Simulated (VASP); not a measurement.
# MnCo (P-6m2) in VASP: single point with LDA

Aim: the single point of MnCo with LDA.

All numbers are computed with VASP 6.6.1; they aren't measurements. Logs are shortened: lines on timing, memory, paths and dates and some standing lists are left out, and cuts for length are marked.

## 1. The cell of the first run

The structure is hexagonal, space group P-6m2 (No. 187). Conventional cell: a = 2.452 Å, b = 2.452 Å, c = 4.004 Å, α = 90.00°, β = 90.00°, γ = 120.00°. Co (site symmetry -6m2) has 6 Co at 2.45 Å and 6 Mn at 2.45 Å within 3.2 Å. Within 3.2 Å of Mn (site symmetry -6m2) lie 6 Mn at 2.45 Å and 6 Co at 2.45 Å.

## 2. Single point, LDA, non-collinear spin, typed start

The input, INCAR:

```
SYSTEM = MnCo
ALGO = Normal
EDIFF = 1E-7
ENCUT = 520
GGA = CA
ISIF = 2
ISMEAR = -1
LASPH = .True.
LCHARG = .False.
LMAXMIX = 4
LNONCOLLINEAR = .True.
LORBIT = 11
LREAL = .False.
LWAVE = .False.
MAGMOM = 0.416 1.231 0.045 1.068 -1.968 -1.113
NBANDS = 34
NELM = 150
PREC = Accurate
SIGMA = 0.1
```

The input, KPOINTS:

```
k-points
0
Gamma
  4 4 3
  0 0 0
```

The input, POSCAR:

```
MnCo
1.0
    2.4518000000      0.0000000000      0.0000000000
   -1.2259000000      2.1233300000      0.0000000000
    0.0000000000      0.0000000000      4.0038000000
Co Mn
1 1
Direct
    0.3333330000      0.6666670000      0.2500000000
    0.6666670000      0.3333330000      0.7500000000
```

Potentials or basis: VASP PAW LDA potentials, release 64 (Co, Mn_pv).

The run is started by

```
$ cat potpaw_LDA.64/Co/POTCAR potpaw_LDA.64/Mn_pv/POTCAR > POTCAR
$ mpirun -np 1 vasp_ncl > vasp.out
```

OUTCAR:

```text
SYSTEM = MnCo
   EDIFF = 1E-7
   ENCUT = 520
   GGA = CA
   ISIF = 2
   ISMEAR = -1
   LASPH = .True.
   LNONCOLLINEAR = .True.
   LORBIT = 11
   LREAL = .False.
   NELM = 150
   PREC = Accurate

 ion  position               nearest neighbor table
   1  0.333  0.667  0.250-   2 2.45   2 2.45   2 2.45   2 2.45   2 2.45   2 2.45
   2  0.667  0.333  0.750-   1 2.45   1 2.45   1 2.45   1 2.45   1 2.45   1 2.45

  LATTYP: Found a hexagonal cell.
 ALAT       =     2.4518000000
 C/A-ratio  =     1.6330043234

  Lattice vectors:

 A1 = (   2.4518000000,   0.0000000000,   0.0000000000)
 A2 = (  -1.2259000000,   2.1233300000,   0.0000000000)
 A3 = (   0.0000000000,   0.0000000000,   4.0038000000)

Analysis of symmetry for initial positions (statically):
=====================================================================
 Subroutine PRICEL returns:
 Original cell was already a primitive cell.

 Routine SETGRP: Setting up the symmetry group for a
 hexagonal supercell.

 Subroutine GETGRP returns: Found 12 space group operations
 (whereof  6 operations were pure point group operations)
 out of a pool of 24 trial point group operations.

The static configuration has the point symmetry C_3v.
 The point group associated with its full space group is D_3h.

Analysis of symmetry for dynamics (positions and initial velocities):
=====================================================================
 Subroutine PRICEL returns:
 Original cell was already a primitive cell.

 Routine SETGRP: Setting up the symmetry group for a
 hexagonal supercell.

 Subroutine GETGRP returns: Found 12 space group operations
 (whereof  6 operations were pure point group operations)
 out of a pool of 24 trial point group operations.

The dynamic configuration has the point symmetry C_3v.
 The point group associated with its full space group is D_3h.

Analysis of structural, dynamic, and magnetic symmetry:
=====================================================================
 Subroutine PRICEL returns:
 Original cell was already a primitive cell.

 Routine SETGRP: Setting up the symmetry group for a
 hexagonal supercell.

 Subroutine GETGRP returns: Found  1 space group operations
 (whereof  1 operations were pure point group operations)
 out of a pool of 24 trial point group operations.

The overall configuration has the point symmetry C_1 .

 Subroutine INISYM returns: Found  1 space group operations
[... 122 lines left out ...]
   GGA     = CA    functional components
   LHFCALC =     F    Hartree Fock is set to
   AEXX    =    0.0000 exact exchange contribution
   IVDW    =     0    specifies the selected vdW correction
   LEPSILON=     F    determine dielectric tensor
   LRPA    =     F    only Hartree local field effects (RPA)
  energy-cutoff  :      520.00
  volume of cell :       20.84
 maximum number of plane-waves:      1148
   NGX =  9   NGY =  9   NGZ = 15

 number of electron      22.0000006 magnetization       0.0036727     -0.0195094     -0.0068811

 Free energy of the ion-electron system (eV)
  ---------------------------------------------------
  ext. energy  EPLUGINS =         0.00000000
  ---------------------------------------------------
  free energy    TOTEN  =       -18.38857978 eV

  energy without entropy =      -18.27850259  energy(sigma->0) =      -18.33354119

 E-fermi :  10.7995     XC(G=0): -14.2724

 val. band max:       10.7423993392   @ k =   0.5000  -0.2500   0.0000
 cond. band min:      10.8343320361   @ k =   0.0000   0.0000   0.0000
 fundamental gap:      0.0919326968
 Fermi energy:        10.7995155680

 k-point     1 :       0.0000    0.0000    0.0000
  band No.  band energies     occupation
      1     -37.0414      1.00000
      2     -37.0272      1.00000
      3     -36.6434      1.00000
      4     -36.6434      1.00000
      5     -36.6294      1.00000
      6     -36.6294      1.00000
[... 877 lines left out ...]
     33      25.6658      0.00000
     34      25.6700      0.00000

 [... further k-points ...]

------------------------ aborting loop because EDIFF is reached ----------------------------------------

  FORCE on cell =-STRESS in cart. coord.  units (eV):
  Direction    XX          YY          ZZ          XY          YZ          ZX
  --------------------------------------------------------------------------------------
  -------------------------------------------------------------------------------------
  Total       -2.5057196     -2.5058887     -2.2225476      0.0000044      0.0000005     -0.0000022
  in kB     -192.6052586   -192.6182594   -170.8388896      0.0003353      0.0000382     -0.0001723
  external PRESSURE =    -185.3541359 kB  Pullay stress =       0.0000000 kB

 VOLUME and BASIS-vectors are now :
 -----------------------------------------------------------------------------
  energy-cutoff  :      520.00
  volume of cell :       20.84
      direct lattice vectors                 reciprocal lattice vectors
     2.451800000  0.000000000  0.000000000     0.407863610  0.235479177  0.000000000
    -1.225900000  2.123330000  0.000000000     0.000000000  0.470958353  0.000000000
     0.000000000  0.000000000  4.003800000     0.000000000  0.000000000  0.249762725

 POSITION                                       TOTAL-FORCE (eV/Angst)
 -----------------------------------------------------------------------------------
     -0.00000      1.41555      1.00095         0.000009     -0.000001      0.000000
      1.22590      0.70778      3.00285        -0.000009      0.000001     -0.000000
 -----------------------------------------------------------------------------------
    total drift:                               -0.000002      0.000000     -0.000000

  FREE ENERGIE OF THE ION-ELECTRON SYSTEM (eV)
  ---------------------------------------------------
  free  energy   TOTEN  =       -18.3885797811 eV

  energy  without entropy=      -18.2785025890  energy(sigma->0) =      -18.33354119

 total charge

# of ion       s       p       d       tot
------------------------------------------
    1        0.523   0.572   7.358   8.453
    2        0.426   6.380   5.174  11.980
--------------------------------------------------
tot          0.949   6.951  12.533  20.433

 magnetization (x)

# of ion       s       p       d       tot
------------------------------------------
    1       -0.000  -0.000  -0.000  -0.000
    2       -0.000  -0.000   0.004   0.004
--------------------------------------------------
tot         -0.000  -0.000   0.004   0.004

 magnetization (y)

# of ion       s       p       d       tot
------------------------------------------
    1        0.000   0.000  -0.011  -0.011
    2        0.000   0.000  -0.009  -0.009
--------------------------------------------------
tot          0.000   0.001  -0.020  -0.020

 magnetization (z)

# of ion       s       p       d       tot
------------------------------------------
    1        0.000   0.000  -0.002  -0.002
    2        0.000   0.000  -0.005  -0.005
--------------------------------------------------
tot          0.000   0.000  -0.007  -0.007
```

OSZICAR:

```text
N       E                     dE             d eps       ncg     rms          rms(c)
DAV:   1     0.212672358582E+03    0.21267E+03   -0.11215E+04  3328   0.184E+03
DAV:   2    -0.643529669606E+01   -0.21911E+03   -0.20781E+03  3264   0.445E+02
DAV:   3    -0.206923166477E+02   -0.14257E+02   -0.13305E+02  3364   0.138E+02
DAV:   4    -0.209438321643E+02   -0.25152E+00   -0.25119E+00  3720   0.191E+01
DAV:   5    -0.209542300226E+02   -0.10398E-01   -0.10398E-01  4706   0.355E+00    0.195E+01
DAV:   6    -0.211704511542E+02   -0.21622E+00   -0.28524E+01  3652   0.919E+01    0.213E+01
DAV:   7    -0.226953950358E+02   -0.15249E+01   -0.39599E+01  4098   0.819E+01    0.302E+01
DAV:   8    -0.184125680216E+02    0.42828E+01   -0.11392E+01  4658   0.478E+01    0.364E+00
DAV:   9    -0.183994919169E+02    0.13076E-01   -0.31062E-01  3560   0.674E+00    0.173E+00
DAV:  10    -0.183916987719E+02    0.77931E-02   -0.15633E-02  4194   0.157E+00    0.127E+00
DAV:  11    -0.183882871075E+02    0.34117E-02   -0.98828E-03  4356   0.162E+00    0.367E-01
DAV:  12    -0.183884903773E+02   -0.20327E-03   -0.12593E-03  3532   0.471E-01    0.158E-01
DAV:  13    -0.183885037484E+02   -0.13371E-04   -0.35105E-04  3860   0.294E-01    0.700E-02
DAV:  14    -0.183885604357E+02   -0.56687E-04   -0.80909E-05  5020   0.133E-01    0.440E-02
DAV:  15    -0.183885674027E+02   -0.69671E-05   -0.32671E-05  4886   0.777E-02    0.245E-02
DAV:  16    -0.183885790725E+02   -0.11670E-04   -0.32603E-05  4242   0.910E-02    0.744E-03
DAV:  17    -0.183885798039E+02   -0.73138E-06   -0.52089E-06  4098   0.245E-02    0.374E-03
DAV:  18    -0.183885797811E+02    0.22742E-07   -0.38593E-07  3386   0.721E-03
   1 F= -.18388580E+02 E0= -.18333541E+02  d E =-.110077E+00  mag=     0.0035    -0.0195    -0.0068
```

Wall time 66 s (1 thread of Intel Xeon Platinum 8488C (Sapphire Rapids), shared host); peak memory 0.18 GiB.

What came out:

| Quantity | Value |
| --- | --- |
| Free energy | -18.3886 eV |
| Pressure | -18.5 GPa |
| Band gap on the k mesh | zero (band 22 reaches 11.19 eV, above the bottom of band 23 at 9.85 eV) |
| Net moment | 0.02 μB per cell |
| Valence electrons inside the program's atomic spheres | Co 8.45; Mn 11.98 |

Stress tensor (GPa, compression positive):
```
-19.26   0.00   0.00
  0.00 -19.26   0.00
  0.00   0.00 -17.08
```

Moments on the atoms (μB; x, y, z):
```
Co   0.00 -0.01  0.00
Mn   0.00 -0.01 -0.01
```

Caveat: the k points lie up to 0.74 Å⁻¹ apart; the starting moments collapsed, and a magnetic state may lie lower.
